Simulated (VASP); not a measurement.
# AgCl (Pm) in VASP: single point with r2SCAN

Aim: the single point of AgCl with r2SCAN.

All numbers are computed with VASP 6.6.1; they aren't measurements. Logs are shortened: lines on timing, memory, paths and dates and some standing lists are left out, and cuts for length are marked.

### 1 The cell of the first run

The structure is monoclinic, space group Pm (No. 6). Conventional cell: a = 3.434 Å, b = 3.434 Å, c = 3.434 Å, α = 90.00°, β = 90.00°, γ = 90.00°. Within 3.7 Å of Ag (site symmetry m) lie 8 Cl at 2.80 to 3.15 Å and 6 Ag at 3.43 Å. Within 3.7 Å of Cl (site symmetry m) lie 8 Ag at 2.80 to 3.15 Å and 6 Cl at 3.43 Å.

### 2 Single point, r2SCAN (atom 2 (Cl) moved by (-0.200, -0.100) A along y and z)

File POSCAR:

```
AgCl
1.0
    3.4339730000      0.0000000000      0.0000000000
    0.0000000000      3.4339730000      0.0000000000
    0.0000000000      0.0000000000      3.4339730000
Ag Cl
1 1
Direct
    0.0000000000      0.0000000000      0.0000000000
    0.5000000000      0.4417584238      0.4708792119
```

File INCAR.step1:

```
SYSTEM = AgCl
PREC     = Accurate       ! precision mode
ENCUT    = 520            ! plane-wave cutoff, eV
ISMEAR   = 0              ! smearing method
SIGMA    = 0.05           ! smearing width, eV
LREAL    = .False.        ! projectors in reciprocal space
LASPH    = .True.         ! aspherical terms in the spheres
NELM     = 80             ! most SCF steps
NBANDS   = 16             ! bands
GGA      = PE             ! functional
ALGO     = Normal         ! electronic algorithm
EDIFF    = 1E-4           ! SCF threshold, eV
LWAVE    = .True.         ! write WAVECAR
LCHARG   = .False.        ! write CHGCAR
```

File INCAR.step2:

```
SYSTEM = AgCl
PREC     = Accurate       ! precision mode
ENCUT    = 520            ! plane-wave cutoff, eV
EDIFF    = 1E-6           ! SCF threshold, eV
ISMEAR   = 0              ! smearing method
SIGMA    = 0.05           ! smearing width, eV
LREAL    = .False.        ! projectors in reciprocal space
LASPH    = .True.         ! aspherical terms in the spheres
NELM     = 80             ! most SCF steps
ALGO     = Normal         ! electronic algorithm
ISIF     = 2              ! what is computed and relaxed
LWAVE    = .False.        ! write WAVECAR
LCHARG   = .False.        ! write CHGCAR
METAGGA  = R2SCAN         ! meta-GGA
LMIXTAU  = .True.       
NBANDS   = 16             ! bands
ISTART   = 1
```

File KPOINTS:

```
Automatic mesh
0
Gamma
  8 8 8
  0 0 0
```

Potentials or basis: VASP PAW PBE potentials, release 64 (Ag, Cl).

Launch:

```sh
cat potpaw_PBE.64/Ag/POTCAR potpaw_PBE.64/Cl/POTCAR > POTCAR
cp INCAR.step1 INCAR
mpirun -np 1 vasp_std > vasp.out
cp INCAR.step2 INCAR
mpirun -np 1 vasp_std > vasp.out
```

OUTCAR:

```text
SYSTEM = AgCl
   PREC = Accurate
   ENCUT = 520
   EDIFF = 1E-6
   ISMEAR = 0
   LREAL = .False.
   LASPH = .True.
   NELM = 80
   ISIF = 2
   METAGGA = R2SCAN
   ISTART = 1

 ion  position               nearest neighbor table
   1  0.000  0.000  0.000-   2 2.80   2 2.80   2 2.92   2 2.92   2 3.04   2 3.04
   2  0.500  0.442  0.471-   1 2.80   1 2.80   1 2.92   1 2.92   1 3.04   1 3.04

  LATTYP: Found a simple cubic cell.
 ALAT       =     3.4339730000

  Lattice vectors:

 A1 = (   3.4339730000,   0.0000000000,   0.0000000000)
 A2 = (   0.0000000000,   3.4339730000,   0.0000000000)
 A3 = (   0.0000000000,   0.0000000000,   3.4339730000)

Analysis of symmetry for initial positions (statically):
=====================================================================
 Subroutine PRICEL returns:
 Original cell was already a primitive cell.

 Routine SETGRP: Setting up the symmetry group for a
 simple cubic supercell.

 Subroutine GETGRP returns: Found  2 space group operations
 (whereof  2 operations were pure point group operations)
 out of a pool of 48 trial point group operations.

The static configuration has the point symmetry C_1h.

Analysis of symmetry for dynamics (positions and initial velocities):
=====================================================================
 Subroutine PRICEL returns:
 Original cell was already a primitive cell.

 Routine SETGRP: Setting up the symmetry group for a
 simple cubic supercell.

 Subroutine GETGRP returns: Found  2 space group operations
 (whereof  2 operations were pure point group operations)
 out of a pool of 48 trial point group operations.

The dynamic configuration has the point symmetry C_1h.

 Subroutine INISYM returns: Found  2 space group operations
 (whereof  2 operations are pure point group operations),
 and found     1 'primitive' translations

----------------------------------------------------------------------------------------

                                     Primitive cell

  volume of cell :      40.4940

  direct lattice vectors                    reciprocal lattice vectors
     3.433973000  0.000000000  0.000000000     0.291207881  0.000000000  0.000000000
     0.000000000  3.433973000  0.000000000     0.000000000  0.291207881  0.000000000
     0.000000000  0.000000000  3.433973000     0.000000000  0.000000000  0.291207881

  length of vectors
     3.433973000  3.433973000  3.433973000     0.291207881  0.291207881  0.291207881

  position of ions in fractional coordinates (direct lattice)
     0.000000000  0.000000000  0.000000000
[... 80 lines left out ...]
   EDIFFG = 0.1E-04   stopping-criterion for IOM
   NSW    =      0    number of steps for IOM
   IBRION =     -1    ionic relax: 0-MD 1-quasi-New 2-CG
   NFREE  =      0    steps in history (QN), initial steepest desc. (CG)
   ISIF   =      2    stress and relaxation
   ISYM   =      2    0-nonsym 1-usesym 2-fastsym
   POTIM  = 0.5000    time-step for ionic-motion
   TEBEG  =    0.0;   TEEND  =   0.0 temperature during run
   PSTRESS=    0.0 pullay stress
   NELECT =      18.0000    total number of electrons
   NUPDOWN=      -1.0000    fix difference up-down
   EMIN   =  10.00;   EMAX   =-10.00  energy-range for DOS
   EFERMI =   0.00;   METHOD = LEGACY
   ISMEAR =     0;   SIGMA  =   0.05  broadening in eV -4-tet -1-fermi 0-gaus
   EFERMI_NEDOS =   21; number of points for ismear=-14 and -15
   IALGO  =     38    algorithm
   IMIX   =      4    mixing-type and parameters
     AMIX     =   0.40;   BMIX     =  1.00
     AMIX_MAG =   1.60;   BMIX_MAG =  1.00
  volume/ion in A,a.u.               =      20.25       136.63
  Fermi-wavevector in a.u.,A,eV,Ry     =   1.249402  2.361027 21.238760  1.561005
  Thomas-Fermi vector in A             =   2.383444
   LORBIT       =      0    0 simple, 1 ext, 2 COOP (PROOUT), +10 PAW based schemes
   METAGGA = R2SCAN    functional components
   LHFCALC =     F    Hartree Fock is set to
   AEXX    =    0.0000 exact exchange contribution
   IVDW    =     0    specifies the selected vdW correction
   LEPSILON=     F    determine dielectric tensor
   LRPA    =     F    only Hartree local field effects (RPA)
 non-spin polarized calculation
 Gauss-broadening in eV      SIGMA  =   0.05
  energy-cutoff  :      520.00
  volume of cell :       40.49
 maximum number of plane-waves:      1110
 NGX is ok and might be reduce to    28
   NGX = 13   NGY = 13   NGZ = 13

 number of electron      18.0000003 magnetization

 Free energy of the ion-electron system (eV)
  ---------------------------------------------------
  ext. energy  EPLUGINS =         0.00000000
  ---------------------------------------------------
  free energy    TOTEN  =       -28.38509648 eV

  energy without entropy =      -28.38509648  energy(sigma->0) =      -28.38509648

 E-fermi :   3.8975     XC(G=0): -10.8624

 val. band max:        3.6282516808   @ k =   0.0000   0.0000   0.5000
 cond. band min:       4.7823491521   @ k =   0.0000   0.0000   0.0000
 fundamental gap:      1.1540974713
 Fermi energy:         3.8974848968

 k-point     1 :       0.0000    0.0000    0.0000
  band No.  band energies     occupation
      1     -11.6285      2.00000
      2       0.7376      2.00000
      3       0.8538      2.00000
      4       1.5466      2.00000
      5       1.5900      2.00000
      6       1.8189      2.00000
[... 433 lines left out ...]
      3       0.6806      2.00000
      4       0.9886      2.00000
      5       1.1497      2.00000
      6       1.7613      2.00000
[... 8 lines left out ...]
     15      18.7760      0.00000
     16      19.6583      0.00000

 [... further k-points ...]

------------------------ aborting loop because EDIFF is reached ----------------------------------------

  FORCE on cell =-STRESS in cart. coord.  units (eV):
  Direction    XX          YY          ZZ          XY          YZ          ZX
  --------------------------------------------------------------------------------------
  -------------------------------------------------------------------------------------
  Total       -0.2624080     -0.3460233     -0.2870960      0.0000000      0.0834647      0.0000000
  in kB      -10.3823822    -13.6906905    -11.3591819      0.0000000      3.3023485      0.0000000
  external PRESSURE =     -11.8107515 kB  Pullay stress =       0.0000000 kB

 VOLUME and BASIS-vectors are now :
 -----------------------------------------------------------------------------
  energy-cutoff  :      520.00
  volume of cell :       40.49
      direct lattice vectors                 reciprocal lattice vectors
     3.433973000  0.000000000  0.000000000     0.291207881  0.000000000  0.000000000
     0.000000000  3.433973000  0.000000000     0.000000000  0.291207881  0.000000000
     0.000000000  0.000000000  3.433973000     0.000000000  0.000000000  0.291207881

 POSITION                                       TOTAL-FORCE (eV/Angst)
 -----------------------------------------------------------------------------------
      0.00000      0.00000      0.00000         0.000000     -0.064488     -0.047057
      1.71699      1.51699      1.61699         0.000000      0.064488      0.047057
 -----------------------------------------------------------------------------------
    total drift:                               -0.000000     -0.000965      0.001206

  FREE ENERGIE OF THE ION-ELECTRON SYSTEM (eV)
  ---------------------------------------------------
  free  energy   TOTEN  =       -28.3850964765 eV

  energy  without entropy=      -28.3850964765  energy(sigma->0) =      -28.38509648
```

OUTCAR.step1:

```text
SYSTEM = AgCl
   PREC = Accurate
   ENCUT = 520
   ISMEAR = 0
   LREAL = .False.
   LASPH = .True.
[... 678 lines left out ...]
      0.00000      0.00000      0.00000         0.000000     -0.049931     -0.038057
      1.71699      1.51699      1.61699         0.000000      0.049931      0.038057
 -----------------------------------------------------------------------------------
    total drift:                               -0.000000     -0.000545     -0.000235

  FREE ENERGIE OF THE ION-ELECTRON SYSTEM (eV)
  ---------------------------------------------------
  free  energy   TOTEN  =        -5.1166427774 eV

  energy  without entropy=       -5.1166427774  energy(sigma->0) =       -5.11664278
```

OSZICAR.step1:

```text
N       E                     dE             d eps       ncg     rms          rms(c)
DAV:   1     0.101111838848E+03    0.10111E+03   -0.86705E+03  5520   0.102E+03
DAV:   2    -0.178631578115E+01   -0.10290E+03   -0.94438E+02  6856   0.224E+02
DAV:   3    -0.539280441419E+01   -0.36065E+01   -0.35984E+01  6608   0.443E+01
DAV:   4    -0.541649130096E+01   -0.23687E-01   -0.23685E-01  7064   0.392E+00
DAV:   5    -0.541678129746E+01   -0.29000E-03   -0.28999E-03  6616   0.424E-01    0.559E+00
DAV:   6    -0.512938781508E+01    0.28739E+00   -0.35533E-01  6688   0.860E+00    0.377E+00
DAV:   7    -0.512029384542E+01    0.90940E-02   -0.14642E-01  6096   0.256E+00    0.209E+00
DAV:   8    -0.511692507292E+01    0.33688E-02   -0.75461E-03  6368   0.883E-01    0.420E-01
DAV:   9    -0.511661063289E+01    0.31444E-03   -0.79605E-04  7224   0.421E-01    0.556E-02
DAV:  10    -0.511664277741E+01   -0.32145E-04   -0.12412E-04  3640   0.118E-01
   1 F= -.51166428E+01 E0= -.51166428E+01  d E =-.302107E-11
```

Run time: 11 min. Hardware: 1 thread of Oxide Virtual Turin-like, shared host; peak memory 0.21 GiB.

Results:

```
Free energy            : -28.3851 eV
Pressure               : -1.2 GPa
Largest force          : 0.080 eV/Å
Band gap on the k mesh : 1.15 eV (least direct gap 2.51 eV)
```

Forces on the atoms (eV/Å):
```
Ag   0.000 -0.064 -0.047
Cl   0.000  0.064  0.047
```

Caveat: the cell differs from its parent crystal (atom 2 (Cl) moved by (-0.200, -0.100) A along y and z); the PAW data sets were made with another functional, which shifts forces and pressure a little. A k mesh can miss the band edges.
